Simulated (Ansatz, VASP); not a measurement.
**GaP: VASP beside Ansatz**

INCAR

```
SYSTEM = GaP
PREC = Accurate
ENCUT = 520
EDIFF = 1E-6
ISMEAR = -1
SIGMA = 0.05
LREAL = .False.
LASPH = .True.
NELM = 100
ALGO = Normal
ISIF = 2
LWAVE = .False.
LCHARG = .False.
GGA = B5
ALDAX = 1.0
AGGAX = 1.0
AGGAC = 1.0
ALDAC = 0.0
NBANDS = 16
```

Contents of KPOINTS:

```
Automatic mesh
0
Gamma
  8 8 8
  0 0 0
```

POSCAR

```
GaP
1.0
    0.0000000000      2.7252500000      2.7252500000
    2.7252500000      0.0000000000      2.7252500000
    2.7252500000      2.7252500000      0.0000000000
Ga P
1 1
Direct
    0.0000000000      0.0000000000      0.0000000000
    0.7500000000      0.7500000000      0.7500000000
```

File input.yaml:

```yaml
crystal:
  lattice:
    - [0.0, 2.72525, 2.72525]
    - [2.72525, 0.0, 2.72525]
    - [2.72525, 2.72525, 0.0]
  atoms:
    - { symbol: Ga, position: [0.0, 0.0, 0.0] }
    - { symbol: P, position: [0.75, 0.75, 0.75] }
kpoints:
  mp_grid: { grid: [8, 8, 8] }
  band_path:
    path:
      - [0.0, 0.0, 0.0]
      - [0.5, 0.0, 0.5]
      - [0.5, 0.25, 0.75]
      - [0.375, 0.375, 0.75]
      - [0.0, 0.0, 0.0]
      - [0.5, 0.5, 0.5]
      - [0.625, 0.25, 0.625]
      - [0.5, 0.25, 0.75]
    npoints: 10
scf:
  occupations: { method: fermi_dirac, width: 0.05 }
hamiltonian:
  xc: blyp
  pseudopotentials: { kind: all_electron, lapw: { basis_error: 0.001 } }
output:
  forces: true
  stress: true
  eigenvalues: true
```

Alike in both runs: functional BLYP; k mesh 8 × 8 × 8; occupations fermi-dirac, width 0.05 eV; no spin polarisation.

|  | VASP | Ansatz |
| --- | --- | --- |
| version | VASP 6.6.1 | Ansatz 0.2.0 |
| potentials or method | VASP PAW PBE potentials, release 64 (Ga_d, P), cutoff 520 eV | all-electron LAPW, scalar-relativistic |
| task | single point | band structure |

```tsv
	VASP	Ansatz	Ansatz less VASP
gap on the k mesh at the Fermi level (eV)	1.68	1.66	-0.019
least direct gap on the mesh (eV)	1.73	1.70	-0.026
pressure (GPa)	6.5	6.3	-0.13
```

VASP's potentials were made for PBE, not for BLYP. Ansatz ran all-electron here, and VASP with PAW potentials.
